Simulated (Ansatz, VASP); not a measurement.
Two plane-wave programs on Ru

File INCAR:

```
PREC     = Accurate       # precision mode
ENCUT    = 600            # plane-wave cutoff, eV
EDIFF    = 1E-6           # SCF threshold, eV
ISMEAR   = 0              # smearing method
SIGMA    = 0.1            # smearing width, eV
LREAL    = F              # projectors in reciprocal space
LASPH    = T              # aspherical terms in the spheres
NELM     = 100            # most SCF steps
ALGO     = Normal         # electronic algorithm
ISIF     = 3              # what is computed and relaxed
LWAVE    = F              # write WAVECAR
LCHARG   = F              # write CHGCAR
GGA      = PE             # functional
IBRION   = 2              # ionic algorithm
NSW      = 90             # ionic steps
EDIFFG   = -0.04          # ionic threshold
```

The input KPOINTS:

```
Automatic mesh
0
Gamma
  6 6 2
```

Contents of POSCAR:

```
Ru
1.0
    2.9151342121      0.0000000000      0.0000000000
   -1.4575671061      2.5245802831      0.0000000000
    0.0000000000      0.0000000000      7.9395931794
Ru
4
Direct
    0.0000000000      0.0000000000      0.2500000000
    0.0000000000      0.0000000000      0.7500000000
    0.3333333333      0.6666666667      0.7500000000
    0.6666666667      0.3333333333      0.2500000000
```

Input for Ansatz:

```yaml
crystal:
  lattice:
    - [2.9151342121, 0.0, 0.0]
    - [-1.4575671061, 2.5245802831, 0.0]
    - [0.0, 0.0, 7.9395931794]
  atoms:
    - { symbol: Ru, position: [0.0, 0.0, 0.25] }
    - { symbol: Ru, position: [0.0, 0.0, 0.75] }
    - { symbol: Ru, position: [0.3333333333, 0.6666666667, 0.75] }
    - { symbol: Ru, position: [0.6666666667, 0.3333333333, 0.25] }
basis:
  ecutwfc: 420
kpoints:
  mp_grid: { grid: [6, 6, 2] }
hamiltonian:
  xc: pbe
scf:
  occupations: { method: gaussian, width: 0.1 }
  lower_state_search: "off"
output:
  forces: true
  stress: true
  eigenvalues: true
relax:
  adjacent_minimum: "off"
  f_tol: 0.04
  max_steps: 70
  cell: { stress_tol: 0.4 }
```

Alike in both runs: task relaxation of cell and atoms; functional PBE; k mesh 6 × 6 × 2; occupations gaussian, width 0.1 eV; no spin polarisation.

|  | VASP | Ansatz |
| --- | --- | --- |
| version | VASP 6.6.1 | Ansatz 0.2.0 |
| potentials or method | VASP PAW PBE potentials, release 64 (Ru_pv), cutoff 600 eV | scalar-relativistic, plane waves, PAW |
| valence electrons in the cell | 56 | 64 |

Ansatz gave:

- gap on the k mesh at the Fermi level, each at its own relaxed structure (eV): none
- relaxed volume (Å³/atom): 17.84
- relaxed cell length with the largest relative difference (Å): 4.820

**Question.** Which values does VASP return?

**Answer.** gap on the k mesh at the Fermi level, each at its own relaxed structure (eV): none; relaxed volume (Å³/atom): 17.83; relaxed cell length with the largest relative difference (Å): 4.829.

A gap of «none» marks a metal or a gap that the smearing closes. VASP's potentials hold 56 valence electrons a cell and Ansatz's 64, so a difference there can come from the potentials and not from the codes.

The k mesh is coarse, so the values compare programs but aren't converged. Noted on VASP's run: the volume moved by over 15 % at a fixed basis, so the end points are rough; too few bands were computed for a metal, which touches its energy and stress.
